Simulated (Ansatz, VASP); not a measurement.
**Sn in VASP and in Ansatz**

Contents of INCAR:

```
ALGO = Normal
EDIFF = 1E-6
ENCUT = 500
GGA = PE
GGA_COMPAT = False
ISIF = 2
ISMEAR = -1
LASPH = True
LCHARG = True
LELF = True
LREAL = False
LVHAR = True
LWAVE = False
NBANDS = 21
NELM = 120
PREC = Accurate
SIGMA = 0.02
```

KPOINTS

```
k-points
0
Gamma
  6 6 6
```

File POSCAR:

```
Sn
1.0
    0.0000000000      3.1517676051      3.4095993846
    3.1517676051      0.0000000000      3.4095993846
    3.1517676051      3.1517676051      0.0000000000
Sn
2
Direct
    0.0000000000      0.0000000000      0.0000000000
    0.2500000000      0.2500000000      0.2500000000
```

Input for Ansatz:

```yaml
crystal:
  lattice:
    - [0.0, 3.1517676051, 3.4095993846]
    - [3.1517676051, 0.0, 3.4095993846]
    - [3.1517676051, 3.1517676051, 0.0]
  atoms:
    - { symbol: Sn, position: [0.0, 0.0, 0.0] }
    - { symbol: Sn, position: [0.25, 0.25, 0.25] }
kpoints:
  mp_grid: { grid: [6, 6, 6] }
  band_path:
    path:
      - [0.0, 0.0, 0.0]
      - [0.5, 0.0, 0.5]
      - [0.625, 0.25, 0.625]
      - [0.375, 0.375, 0.75]
      - [0.5, 0.5, 0.5]
      - [0.5, 0.25, 0.75]
      - [0.0, 0.0, 0.5]
    npoints: 1
hamiltonian:
  xc: pbe
scf:
  occupations: { method: fermi_dirac, width: 0.02 }
  n_extra_bands: 4
output:
  forces: true
  stress: true
  eigenvalues: true
```

Change from the starting cell: epitaxial_xy strain -4.0%.

Alike in both runs: task single point; functional PBE; k mesh 6 × 6 × 6; occupations fermi-dirac, width 0.02 eV; no spin polarisation.

|  | VASP | Ansatz |
| --- | --- | --- |
| version | VASP 6.6.1 | Ansatz 0.2.0 |
| potentials or method | VASP PAW PBE potentials, release 64 (Sn_d) | plane waves, PAW |
| plane-wave cutoff (eV) | 500 | 420 |
| valence electrons in the cell | 28 | 28 |

```csv
,VASP,Ansatz,Ansatz less VASP
pressure (GPa),3.6,3.7,+0.05
"traceless stress, the component that is largest in VASP (GPa)",-1.80,-1.80,0.000
```
